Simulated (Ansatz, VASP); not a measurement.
## One calculation of Ru, two programs

```
Ru
1.0
     0.00000    2.72731    2.72731
     2.72731    0.00000    2.72731
     2.72731    2.72731    0.00000
Ru
2
Direct
  0.25000 0.25000 0.25000
  0.00000 0.00000 0.00000
```

Alike in both runs: functional PBE; k mesh 6 × 6 × 6; occupations gaussian, width 0.1 eV; no spin polarisation.

Ansatz relaxed the structure, and its values are those at the end. VASP's run is a single point on that final structure, the one shown.

|  | VASP | Ansatz |
| --- | --- | --- |
| version | VASP 6.6.1 | Ansatz 0.2.0 |
| potentials or method | VASP PAW PBE potentials, release 64 (Ru_pv), cutoff 500 eV | scalar-relativistic, plane waves, PAW |
| valence electrons in the cell | 28 | 32 |

Ansatz gave:

```
gap on the k mesh at the Fermi level (eV) : none
pressure (GPa)                            : 0.0
```

Task: What did VASP give for the same quantities?

Result: gap on the k mesh at the Fermi level (eV): none; pressure (GPa): 0.3.

A gap of «none» marks a metal or a gap that the smearing closes. VASP's potentials hold 28 valence electrons a cell and Ansatz's 32, so a difference there can come from the potentials and not from the codes.
